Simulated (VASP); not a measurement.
A run of VASP 6.6.1:

File INCAR:

```
SYSTEM = TiO2
PREC = Accurate
ENCUT = 520
EDIFF = 1E-6
ISMEAR = -1
SIGMA = 0.05
LREAL = .FALSE.
LASPH = .TRUE.
NELM = 60
ALGO = Normal
ISIF = 2
LWAVE = .FALSE.
LCHARG = .FALSE.
GGA = RP
NBANDS = 33
```

The input KPOINTS:

```
regular mesh
0
G
  10 10 10
  0 0 0
```

Contents of POSCAR:

```
TiO2
1.0
   -1.8534748763      1.8534748763      4.6601849950
    1.8534748763     -1.8534748763      4.6601849950
    1.8534748763      1.8534748763     -4.6601849950
Ti O
2 4
Direct
    0.7500000000      0.2500000000      0.5000000000
    0.0000000000      0.0000000000      0.0000000000
    0.7919000000      0.7919000000      0.0000000000
    0.5419000000      0.0419000000      0.5000000000
    0.9581000000      0.4581000000      0.5000000000
    0.2081000000      0.2081000000      0.0000000000
```

Potentials or basis: VASP PAW PBE potentials, release 64 (Ti_sv, O).

Launch:

```console
$ cat potpaw_PBE.64/Ti_sv/POTCAR potpaw_PBE.64/O/POTCAR > POTCAR
$ mpirun -np 1 vasp_std > vasp.out
```

Hardware: 1 thread of Intel Xeon 8259CL (shared host).

Problem. How long does it take, and how much memory?

Solution. It took 12 min on 1 thread of Intel Xeon 8259CL (shared host), peak memory 0.35 GiB. Counts: scf iterations 16, k points 102.
